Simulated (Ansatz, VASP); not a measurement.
**Eu in VASP and in Ansatz**

```xyz
1
Lattice="-2.1940 2.1940 2.1940 2.1940 -2.1940 2.1940 2.1940 2.1940 -2.1940" Properties=species:S:1:pos:R:3 pbc="T T T"
Eu    0.0000    0.0000    0.0000
```

Alike in both runs: task single point; functional PBE; k mesh 5 × 5 × 5; occupations fermi-dirac, width 0.05 eV; collinear spin.

```csv
,VASP,Ansatz
version,VASP 6.6.1,Ansatz 0.2.0
potentials or method,"VASP PAW PBE potentials, release 64 (Eu), cutoff 520 eV","plane waves (420 eV) with PAW, scalar-relativistic"
valence electrons in the cell,17,17
```

```csv
,VASP,Ansatz,Ansatz less VASP
pressure (GPa),-0.6,-0.2,+0.36
net moment per atom (μB),7.20,7.20,+0.005
size of the moment on the site where the two differ most (μB),6.65,6.98,+0.333
```

Site moments also hang on the region over which each program counts them.

The k mesh is coarse, so the values compare programs but aren't converged. Spin-orbit coupling is off throughout.
